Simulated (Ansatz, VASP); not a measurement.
# Ge in VASP and in Ansatz

```xyz
1
Lattice="1.3411 -2.4439 0.0000 1.3411 2.4439 0.0000 0.0000 0.0000 2.6427" Properties=species:S:1:pos:R:3 pbc="T T T"
Ge    1.3411    0.0000    0.0000
```

Change from the starting cell: strain -0.030 along x and y, +0.000 along z, atoms carried along.

Alike in both runs: task single point; functional PBEsol; k mesh 24 × 24 × 22; occupations gaussian, width 0.15 eV; no spin polarisation.

|  | VASP | Ansatz |
| --- | --- | --- |
| version | VASP 6.6.1 | Ansatz 0.2.0 |
| potentials or method | VASP PAW PBE potentials, release 64 (Ge_d), cutoff 520 eV | scalar-relativistic, plane waves, PAW |
| valence electrons in the cell | 14 | 14 |

|  | VASP | Ansatz | Ansatz less VASP |
| --- | --- | --- | --- |
| gap on the k mesh at the Fermi level (eV) | none | none | - |
| pressure (GPa) | 5.7 | 5.6 | -0.02 |
| traceless stress, the component that is largest in VASP (GPa) | -4.57 | -4.53 | +0.041 |

VASP's potentials were made for PBE, not for PBEsol. A gap of «none» marks a metal or a gap that the smearing closes.
